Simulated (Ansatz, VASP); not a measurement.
One calculation of C, two programs

```xyz
4
Lattice="2.4650 0.0000 0.0000 -1.2325 2.1347 0.0000 0.0000 0.0000 6.7405" Properties=species:S:1:pos:R:3 pbc="T T T"
C     0.0000    0.0000    0.0169
C     0.0000    0.0000    3.3871
C     0.0000    1.4231    0.0169
C     1.2325    0.7116    3.3871
```

Alike in both runs: task relaxation of cell and atoms; functional LDA; k mesh 21 × 21 × 6; occupations gaussian, width 0.1 eV; no spin polarisation.

|  | VASP | Ansatz |
| --- | --- | --- |
| version | VASP 6.6.1 | Ansatz 0.2.0 |
| potentials or method | VASP PAW LDA potentials, release 64 (C), cutoff 600 eV | scalar-relativistic, plane waves, PAW |
| valence electrons in the cell | 16 | 16 |

|  | VASP | Ansatz | Ansatz less VASP |
| --- | --- | --- | --- |
| gap on the k mesh at the Fermi level, each at its own relaxed structure (eV) | none | none | - |
| relaxed volume (Å³/atom) | 8.50 | 8.61 | +0.110 |
| relaxed cell length with the largest relative difference (Å) | 6.561 | 6.652 | +0.0905 |

LDA's correlation is that of Perdew and Zunger in VASP and of Perdew and Wang (1992) in Ansatz. A gap of «none» marks a metal or a gap that the smearing closes.
